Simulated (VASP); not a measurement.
Input of a VASP 6.6.1 run:

POSCAR

```
Be2Si
1.0
    0.0000000000      2.6413830409      2.6413830409
    2.6413830409      0.0000000000      2.6413830409
    2.6413830409      2.6413830409      0.0000000000
Si Be
1 2
Direct
    0.0000000000      0.0000000000      0.0000000000
    0.2500000000      0.2500000000      0.2500000000
    0.7500000000      0.7500000000      0.7500000000
```

File INCAR.step1:

```
ALGO = Normal
EDIFF = 1E-4
ENCUT = 520
GGA = PE
ISMEAR = 1
LASPH = T
LCHARG = F
LREAL = F
LWAVE = T
NBANDS = 11
NELM = 80
PREC = Accurate
SIGMA = 0.001
```

INCAR.step2

```
ALGO = Normal
EDIFF = 1E-7
ENCUT = 520
ISIF = 2
ISMEAR = 1
ISTART = 1
LASPH = T
LCHARG = T
LELF = T
LMIXTAU = T
LREAL = F
LVHAR = T
LWAVE = F
METAGGA = R2SCAN
NBANDS = 11
NELM = 80
PREC = Accurate
SIGMA = 0.001
```

The input KPOINTS:

```
k-points
0
Gamma
  6 6 6
```

Potentials or basis: VASP PAW PBE potentials, release 64 (Si, Be).

The run is started by

```sh
$ cat potpaw_PBE.64/Si/POTCAR potpaw_PBE.64/Be/POTCAR > POTCAR
$ cp INCAR.step1 INCAR
$ mpirun -np 1 vasp_std > vasp.out
$ cp INCAR.step2 INCAR
$ mpirun -np 1 vasp_std > vasp.out
```

Predict the pressure.

0.1 GPa.

Estimate the band gap on the k mesh.

zero (bands 4 and 5 overlap by 0.72 eV).

Caveat: the PAW data sets were made with another functional, which shifts forces and pressure a little.
